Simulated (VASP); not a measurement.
Here is a VASP 6.6.1 calculation.

Contents of INCAR:

```
SYSTEM = WC
PREC = Accurate
ENCUT = 520
EDIFF = 1E-7
ISMEAR = -1
SIGMA = 0.24
LREAL = Auto
LASPH = .TRUE.
NELM = 60
ALGO = Normal
ISIF = 2
LWAVE = .FALSE.
LCHARG = .FALSE.
GGA = PE
NBANDS = 86
```

File KPOINTS:

```
regular mesh
0
G
  2 2 2
  0 0 0
```

POSCAR

```
WC
1.0
   -3.0366230000     -5.2595860000      0.0000000000
    4.5549350000     -2.6297930000      0.0000000000
    0.0000000000      0.0000000000      5.9274080000
W C
8 8
Direct
    0.7472596619      0.5025199869      0.0016027242
    0.7692974430      0.4895495346      0.4990039491
    0.4989210218      0.0139486183      0.0046563355
    0.4795867029      0.0064159011      0.5245125694
    0.2608820916      0.4855394335     -0.0038465380
    0.2884581499      0.5532106721      0.4808509892
   -0.0127202123     -0.0162738852     -0.0000337416
   -0.0067931355     -0.0221579872      0.5045881775
    0.4983613625      0.7437944945      0.2208891306
    0.5127465624      0.6291237975      0.7568569601
    0.2904853853      0.2001553485      0.2250056011
    0.2861124305      0.1425081998      0.7693919501
   -0.0147301950      0.6659743665      0.2352630357
   -0.0110930464      0.6512089855      0.7246675107
    0.7364655087      0.2012691954      0.2541583100
    0.7451272857      0.1196440023      0.7432084986
```

Potentials or basis: VASP PAW PBE potentials, release 64 (W_sv, C).

Command:

```sh
$ cat potpaw_PBE.64/W_sv/POTCAR potpaw_PBE.64/C/POTCAR > POTCAR
$ mpirun -np 1 vasp_std > vasp.out
```

(1) Estimate the band gap on the k mesh.

(2) What does it give for the largest force?

Results:

(1) zero (bands 72 and 73 overlap by 0.25 eV).

(2) 6.052 eV/Å.

Caveat: the k points lie up to 0.60 Å⁻¹ apart; spin-orbit coupling is left out, which moves the levels of the heavy elements; forces of over 1 eV/Å act on the atoms, so gaps and moduli don't describe the material at rest.
